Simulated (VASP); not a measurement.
A run of VASP 6.6.1 is set up as follows.

Contents of INCAR:

```
PREC = Accurate
ENCUT = 520
EDIFF = 1E-6
ISMEAR = 0
SIGMA = 0.05
LREAL = F
LASPH = T
NELM = 80
ALGO = Normal
ISIF = 2
LWAVE = F
LCHARG = F
GGA = PS
NBANDS = 16
```

The input KPOINTS:

```
Automatic mesh
0
Gamma
  9 9 6
```

The input POSCAR:

```
AlN
1.0
    3.3190908013      0.0000000000      0.0000000000
   -1.6595454007      2.8744169513      0.0000000000
    0.0000000000      0.0000000000      4.0960899578
Al N
2 2
Direct
    0.3333333333      0.6666666667      0.7500000000
    0.6666666667      0.3333333333      0.2500000000
    0.3333333333      0.6666666667      0.2500000000
    0.6666666667      0.3333333333      0.7500000000
```

Potentials or basis: VASP PAW PBE potentials, release 64 (Al, N).

The run is started by

```sh
$ cat potpaw_PBE.64/Al/POTCAR potpaw_PBE.64/N/POTCAR > POTCAR
$ mpirun -np 1 vasp_std > vasp.out
```

(1) Estimate the band gap on the k mesh.

(2) Estimate the pressure.

Results:

(1) 3.38 eV, direct.

(2) -0.3 GPa.

Caveat: the PAW data sets were made with another functional, which shifts forces and pressure a little.
